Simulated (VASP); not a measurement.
The system is CdTe.

```
Te Cd
1.0
     0.00000    3.20500    3.20500
     3.20500    0.00000    3.20500
     3.20500    3.20500    0.00000
Te Cd
1 1
Direct
  0.75000 0.75000 0.75000
  0.00000 0.00000 0.00000
```

```yaml
Program: VASP 6.6.1
Task: relaxation of cell and atoms
Functional: revPBE
Potentials_or_basis: VASP PAW PBE potentials, release 64 (Te, Cd)
Cutoff: 600 eV
k_mesh: 7 × 7 × 7
Occupations: fermi-dirac, width 0.05 eV
Spin: no spin polarisation
```

At the start: pressure 5.6 GPa; volume 32.92 Å³/atom.

Problem. Where does the relaxation end?

Solution. Over 3 steps the energy falls by 71.2 meV/atom and the volume is 37.50 Å³/atom (+13.9 %); space group F-43m (No. 216, to 0.05 Å).

Step by step:
```
step  energy change (eV)  largest force (eV/Å)  pressure (GPa)  volume (Å³)
   1              0.0000                0.0000            5.62        65.84
   2             -0.1353                0.0000           -0.91        77.47
   3             -0.1424                0.0000            0.03        74.99
```

Final structure:
```
Te Cd
1.0
     0.00000    3.34705    3.34705
     3.34705    0.00000    3.34705
     3.34705    3.34705    0.00000
Te Cd
1 1
Direct
  0.75000 0.75000 0.75000
  0.00000 0.00000 0.00000
```

Caveat: the PAW data sets were made with another functional, which shifts forces and pressure a little; the volume moved by +14 % from the deposited cell, more than functionals usually miss.
